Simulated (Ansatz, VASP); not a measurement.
One calculation of KCl, two programs

The input POSCAR:

```
KCl
1.0
    0.0000000000      3.5072828304      3.5072828304
    3.5072828304      0.0000000000      3.5072828304
    3.5072828304      3.5072828304      0.0000000000
K Cl
1 1
Direct
    0.0000000000      0.0000000000      0.0000000000
    0.2500000000      0.2500000000      0.2500000000
```

The input INCAR.step1:

```
PREC     = Accurate       # precision mode
ENCUT    = 520            # plane-wave cutoff, eV
ISMEAR   = 0              # smearing method
SIGMA    = 0.001          # smearing width, eV
LREAL    = F              # projectors in reciprocal space
LASPH    = T              # aspherical terms in the spheres
NELM     = 100            # most SCF steps
NBANDS   = 15             # bands
GGA      = PE             # functional
ALGO     = Normal         # electronic algorithm
EDIFF    = 1E-4           # SCF threshold, eV
LWAVE    = T              # write WAVECAR
LCHARG   = F              # write CHGCAR
```

The input INCAR.step2:

```
PREC     = Accurate       # precision mode
ENCUT    = 520            # plane-wave cutoff, eV
EDIFF    = 1E-6           # SCF threshold, eV
ISMEAR   = 0              # smearing method
SIGMA    = 0.001          # smearing width, eV
LREAL    = F              # projectors in reciprocal space
LASPH    = T              # aspherical terms in the spheres
NELM     = 100            # most SCF steps
ALGO     = Normal         # electronic algorithm
ISIF     = 2              # what is computed and relaxed
LWAVE    = F              # write WAVECAR
LCHARG   = T              # write CHGCAR
METAGGA  = R2SCAN         # meta-GGA
LMIXTAU  = T            
LELF     = T              # ELF
LVHAR    = T            
NBANDS   = 15             # bands
ISTART   = 1
```

KPOINTS

```
regular mesh
0
Gamma
  4 4 4
```

Input for Ansatz:

```yaml
crystal:
  lattice:
    - [0.0, 3.5072828304, 3.5072828304]
    - [3.5072828304, 0.0, 3.5072828304]
    - [3.5072828304, 3.5072828304, 0.0]
  atoms:
    - { symbol: K, position: [0.0, 0.0, 0.0] }
    - { symbol: Cl, position: [0.25, 0.25, 0.25] }
kpoints:
  mp_grid: { grid: [4, 4, 4] }
hamiltonian:
  xc: r2scan
scf:
  occupations: { method: gaussian, width: 0.001 }
  n_extra_bands: 4
output:
  forces: true
  stress: true
  eigenvalues: true
```

Alike in both runs: task single point; functional r2SCAN; k mesh 4 × 4 × 4; occupations gaussian, width 0.001 eV; no spin polarisation.

```csv
,VASP,Ansatz
version,VASP 6.6.1,Ansatz 0.2.0
potentials or method,"VASP PAW PBE potentials, release 64 (K_sv, Cl)",plane waves
plane-wave cutoff (eV),520,500
valence electrons in the cell,16,16
```

|  | VASP | Ansatz | Ansatz less VASP |
| --- | --- | --- | --- |
| gap on the k mesh at the Fermi level (eV) | 5.35 | 5.35 | -0.002 |
| pressure (GPa) | 0.0 | 0.0 | +0.02 |

VASP's potentials were made for PBE, not for r2SCAN.
